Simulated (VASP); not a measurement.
# Y (Pm-3m) in VASP: notebook, part 2 of 3

VASP 6.6.1. The steps go on from the part before.

### 4 Single point, RPBE (volume scaled by 0.96)

Input file INCAR:

```
PREC     = Accurate       # precision mode
ENCUT    = 520            # plane-wave cutoff, eV
EDIFF    = 1E-7           # SCF threshold, eV
ISMEAR   = -1             # smearing method
SIGMA    = 0.1            # smearing width, eV
LREAL    = F              # projectors in reciprocal space
LASPH    = T              # aspherical terms in the spheres
NELM     = 60             # most SCF steps
ALGO     = Normal         # electronic algorithm
ISIF     = 2              # what is computed and relaxed
LWAVE    = F              # write WAVECAR
LCHARG   = T              # write CHGCAR
GGA      = RP             # functional
LELF     = T              # ELF
LVHAR    = T            
NBANDS   = 12             # bands
```

Input file KPOINTS:

```
Automatic mesh
0
Gamma
  11 11 11
```

Input file POSCAR:

```
Y
1.0
    3.2794258401      0.0000000000      0.0000000000
    0.0000000000      3.2794258401      0.0000000000
    0.0000000000      0.0000000000      3.2794258401
Y
1
Direct
    0.0000000000      0.0000000000      0.0000000000
```

Potentials or basis: VASP PAW PBE potentials, release 64 (Y_sv).

Command:

```
$ cat potpaw_PBE.64/Y_sv/POTCAR > POTCAR
$ mpirun -np 1 vasp_std > vasp.out
```

OUTCAR:

```text
PREC = Accurate
   ENCUT = 520
   EDIFF = 1E-7
   ISMEAR = -1
   LREAL = F
   LASPH = T
   NELM = 60
   ISIF = 2
   GGA = RP

 ion  position               nearest neighbor table
   1  0.000  0.000  0.000-

  LATTYP: Found a simple cubic cell.
 ALAT       =     3.2794258401

  Lattice vectors:

 A1 = (   3.2794258401,   0.0000000000,   0.0000000000)
 A2 = (   0.0000000000,   3.2794258401,   0.0000000000)
 A3 = (   0.0000000000,   0.0000000000,   3.2794258401)

Analysis of symmetry for initial positions (statically):
=====================================================================
 Subroutine PRICEL returns:
 Original cell was already a primitive cell.

 Routine SETGRP: Setting up the symmetry group for a
 simple cubic supercell.

 Subroutine GETGRP returns: Found 48 space group operations
 (whereof 48 operations were pure point group operations)
 out of a pool of 48 trial point group operations.

The static configuration has the point symmetry O_h .

Analysis of symmetry for dynamics (positions and initial velocities):
=====================================================================
 Subroutine PRICEL returns:
 Original cell was already a primitive cell.

 Routine SETGRP: Setting up the symmetry group for a
 simple cubic supercell.

 Subroutine GETGRP returns: Found 48 space group operations
 (whereof 48 operations were pure point group operations)
 out of a pool of 48 trial point group operations.

The dynamic configuration has the point symmetry O_h .

 Subroutine INISYM returns: Found 48 space group operations
 (whereof 48 operations are pure point group operations),
 and found     1 'primitive' translations

----------------------------------------------------------------------------------------

                                     Primitive cell

  volume of cell :      35.2690

  direct lattice vectors                    reciprocal lattice vectors
     3.279425840  0.000000000  0.000000000     0.304931427  0.000000000  0.000000000
     0.000000000  3.279425840  0.000000000     0.000000000  0.304931427  0.000000000
     0.000000000  0.000000000  3.279425840     0.000000000  0.000000000  0.304931427

  length of vectors
     3.279425840  3.279425840  3.279425840     0.304931427  0.304931427  0.304931427

  position of ions in fractional coordinates (direct lattice)
     0.000000000  0.000000000  0.000000000

  ion indices of the primitive-cell ions
   primitive index   ion index
                 1           1

----------------------------------------------------------------------------------------

 KPOINTS: Automatic mesh

Automatic generation of k-mesh.
 Grid dimensions read from file:
 generate k-points for:   11   11   11

 Generating k-lattice:

  Cartesian coordinates                     Fractional coordinates (reciprocal lattice)
     0.027721039  0.000000000  0.000000000     0.090909091  0.000000000  0.000000000
     0.000000000  0.027721039  0.000000000     0.000000000  0.090909091  0.000000000
     0.000000000  0.000000000  0.027721039     0.000000000  0.000000000  0.090909091

  Length of vectors
     0.027721039  0.027721039  0.027721039

  Shift w.r.t. Gamma in fractional coordinates (k-lattice)
     0.000000000  0.000000000  0.000000000

 Subroutine IBZKPT returns following result:
 ===========================================

 Found     56 irreducible k-points:

 Following reciprocal coordinates:
            Coordinates               Weight
  0.000000  0.000000  0.000000      1.000000
  0.090909  0.000000  0.000000      6.000000
  0.181818  0.000000  0.000000      6.000000
  0.272727  0.000000  0.000000      6.000000
  0.363636  0.000000  0.000000      6.000000
  0.454545  0.000000  0.000000      6.000000
[... 16 lines left out ...]
  0.181818  0.090909  0.090909     24.000000
  0.272727  0.090909  0.090909     24.000000
 [... further k-points ...]
   k-points           NKPTS =     56   k-points in BZ     NKDIM =     56   number of bands    NBANDS=     12
   number of dos      NEDOS =    301   number of ions     NIONS =      1
   total plane-waves  NPLWV =  13824
   dimension x,y,z NGX =    24 NGY =   24 NGZ =   24
   dimension x,y,z NGXF=    48 NGYF=   48 NGZF=   48
   ions per type =               1
   NGX,Y,Z   is equivalent  to a cutoff of  12.17, 12.17, 12.17 a.u.
   NGXF,Y,Z  is equivalent  to a cutoff of  24.33, 24.33, 24.33 a.u.
 SYSTEM =  unknown system
   PREC   = accura    normal or accurate (medium, high low for compatibility)
   ISTART =      0    job   : 0-new  1-cont  2-samecut
   ICHARG =      2    charge: 1-file 2-atom 10-const
   ISPIN  =      1    spin polarized calculation?
   LNONCOLLINEAR =      F non collinear calculations
   LSORBIT =      F    spin-orbit coupling
   LASPH  =      T    aspherical Exc in radial PAW
   ENCUT  =  520.0 eV  38.22 Ry    6.18 a.u.   6.10  6.10  6.10*2*pi/ulx,y,z
   NELM   =     60;   NELMIN=  2; NELMDL= -5     # of ELM steps
   EDIFF  = 0.1E-06   stopping-criterion for ELM
   LREAL  =      F    real-space projection
   EDIFFG = 0.1E-05   stopping-criterion for IOM
   NSW    =      0    number of steps for IOM
   IBRION =     -1    ionic relax: 0-MD 1-quasi-New 2-CG
   NFREE  =      0    steps in history (QN), initial steepest desc. (CG)
   ISIF   =      2    stress and relaxation
   ISYM   =      2    0-nonsym 1-usesym 2-fastsym
   POTIM  = 0.5000    time-step for ionic-motion
   TEBEG  =    0.0;   TEEND  =   0.0 temperature during run
   PSTRESS=    0.0 pullay stress
   NELECT =      11.0000    total number of electrons
   NUPDOWN=      -1.0000    fix difference up-down
   EMIN   =  10.00;   EMAX   =-10.00  energy-range for DOS
   EFERMI =   0.00;   METHOD = LEGACY
   ISMEAR =    -1;   SIGMA  =   0.10  broadening in eV -4-tet -1-fermi 0-gaus
   EFERMI_NEDOS =   21; number of points for ismear=-14 and -15
   IALGO  =     38    algorithm
   IMIX   =      4    mixing-type and parameters
     AMIX     =   0.40;   BMIX     =  1.00
     AMIX_MAG =   1.60;   BMIX_MAG =  1.00
  volume/ion in A,a.u.               =      35.27       238.01
  Fermi-wavevector in a.u.,A,eV,Ry     =   1.110217  2.098006 16.770296  1.232582
  Thomas-Fermi vector in A             =   2.246766
   LORBIT       =      0    0 simple, 1 ext, 2 COOP (PROOUT), +10 PAW based schemes
   GGA     = RP    functional components
   LHFCALC =     F    Hartree Fock is set to
   AEXX    =    0.0000 exact exchange contribution
   IVDW    =     0    specifies the selected vdW correction
   LEPSILON=     F    determine dielectric tensor
   LRPA    =     F    only Hartree local field effects (RPA)
 non-spin polarized calculation
  energy-cutoff  :      520.00
  volume of cell :       35.27
 maximum number of plane-waves:       962
   NGX = 13   NGY = 13   NGZ = 13

 number of electron      10.9999998 magnetization

 Free energy of the ion-electron system (eV)
  ---------------------------------------------------
  ext. energy  EPLUGINS =         0.00000000
  ---------------------------------------------------
  free energy    TOTEN  =        -5.34650643 eV

  energy without entropy =       -5.26656826  energy(sigma->0) =       -5.30653734

 E-fermi :   2.7616     XC(G=0):  -9.0167

 val. band max:        2.7514136962   @ k =   0.2727   0.2727   0.0000
 cond. band min:       2.7639495737   @ k =   0.4545   0.0000   0.0000
 fundamental gap:      0.0125358774
 Fermi energy:         2.7616056752

 k-point     1 :       0.0000    0.0000    0.0000
  band No.  band energies     occupation
      1     -40.3286      2.00000
      2     -19.9897      2.00000
      3     -19.9897      2.00000
      4     -19.9897      2.00000
      5      -1.6875      2.00000
      6       2.1806      1.99403
      7       2.1806      1.99403
      8       7.8654      0.00000
      9       7.8654      0.00000
     10       7.8654      0.00000
     11      12.7714      0.00000
     12      12.7714      0.00000

 k-point     2 :       0.0909    0.0000    0.0000
  band No.  band energies     occupation
      1     -40.3236      2.00000
      2     -20.0454      2.00000
      3     -19.9851      2.00000
      4     -19.9851      2.00000
      5      -1.5297      2.00000
      6       2.2287      1.99035
      7       2.3137      1.97757
      8       7.5715      0.00000
      9       7.5715      0.00000
     10       7.8843      0.00000
     11      12.0087      0.00000
     12      13.1520      0.00000
[... 316 lines left out ...]
 k-point    24 :       0.2727    0.0909    0.0909
  band No.  band energies     occupation
      1     -40.2831      2.00000
      2     -20.3660      2.00000
      3     -20.0078      2.00000
      4     -20.0024      2.00000
      5      -0.1579      2.00000
      6       2.7820      0.89849
      7       3.1327      0.04776
      8       5.9607      0.00000
      9       6.0284      0.00000
     10       7.4809      0.00000
     11      10.4233      0.00000
     12      14.0564      0.00000

 [... further k-points ...]
[... 5 lines left out ...]
  --------------------------------------------------------------------------------------
  -------------------------------------------------------------------------------------
  Total        0.2103963      0.2103963      0.2103963     -0.0000000     -0.0000000      0.0000000
  in kB        9.5577387      9.5577387      9.5577387     -0.0000000     -0.0000000      0.0000000
  external PRESSURE =       9.5577387 kB  Pullay stress =       0.0000000 kB

 VOLUME and BASIS-vectors are now :
 -----------------------------------------------------------------------------
  energy-cutoff  :      520.00
  volume of cell :       35.27
      direct lattice vectors                 reciprocal lattice vectors
     3.279425840  0.000000000  0.000000000     0.304931427  0.000000000  0.000000000
     0.000000000  3.279425840  0.000000000     0.000000000  0.304931427  0.000000000
     0.000000000  0.000000000  3.279425840     0.000000000  0.000000000  0.304931427

 POSITION                                       TOTAL-FORCE (eV/Angst)
 -----------------------------------------------------------------------------------
      0.00000      0.00000      0.00000         0.000000      0.000000      0.000000
 -----------------------------------------------------------------------------------
    total drift:                                0.000000      0.000000      0.000000

  FREE ENERGIE OF THE ION-ELECTRON SYSTEM (eV)
  ---------------------------------------------------
  free  energy   TOTEN  =        -5.3465064291 eV

  energy  without entropy=       -5.2665682564  energy(sigma->0) =       -5.30653734
```

Wall time 7.5 s (1 thread of Intel Xeon 6975P-C (Granite Rapids), shared host); peak memory 0.15 GiB.

Results:

* Free energy: -5.3465 eV
* Pressure: 1.0 GPa

Caveat: the cell differs from its parent crystal (volume scaled by 0.96); the PAW data sets were made with another functional, which shifts forces and pressure a little.

### 5 Single point, RPBE

This run uses another cell than the first one, of 36.74 Å³/atom, 1.136 times its volume.

Input file INCAR:

```
SYSTEM = Y
ALGO = Normal ; EDIFF = 1E-6
ENCUT = 520 ; GGA = RP
ISIF = 2 ; ISMEAR = -1
LASPH = .TRUE. ; LCHARG = .TRUE.
LELF = .TRUE. ; LREAL = .FALSE.
LVHAR = .TRUE. ; LWAVE = .FALSE.
NBANDS = 12 ; NELM = 60
PREC = Accurate ; SIGMA = 0.1
```

Input file KPOINTS:

```
k-points
0
G
  10 10 10
  0 0 0
```

Input file POSCAR:

```
Y
1.0
    3.3243550648      0.0000000000      0.0000000000
    0.0000000000      3.3243550648      0.0000000000
    0.0000000000      0.0000000000      3.3243550648
Y
1
Direct
    0.0000000000      0.0000000000      0.0000000000
```

Command:

```
$ cat potpaw_PBE.64/Y_sv/POTCAR > POTCAR
$ mpirun -np 1 vasp_std > vasp.out
```

It took 11 s on 1 thread of Intel Xeon 6975P-C (Granite Rapids), shared host; peak memory 0.18 GiB.

Results (log left out):

```
Free energy : -5.3487 eV
Pressure    : 0.0 GPa
```

Levels at points of the mesh, in eV from the Fermi level:
```
           k point  band 2  band 3  band 4  band 5  band 6  band 7  band 8  band 9  band 10  band 11
(0.00, 0.00, 0.00)  -22.86  -22.86  -22.86   -4.39   -0.53   -0.53    4.89    4.89     4.89     9.72
(0.50, 0.00, 0.00)  -23.44  -22.81  -22.81   -1.76   -0.13    0.13    2.64    2.64     5.13     7.07
(0.50, 0.50, 0.00)  -23.36  -23.36  -22.76   -1.67    0.11    3.13    3.13    3.25     3.25     6.26
(0.50, 0.50, 0.50)  -23.29  -23.29  -23.29   -0.48   -0.48   -0.48    5.48    6.42     6.42     7.26
```

Caveat: the PAW data sets were made with another functional, which shifts forces and pressure a little.

[end of part 2 of 3]
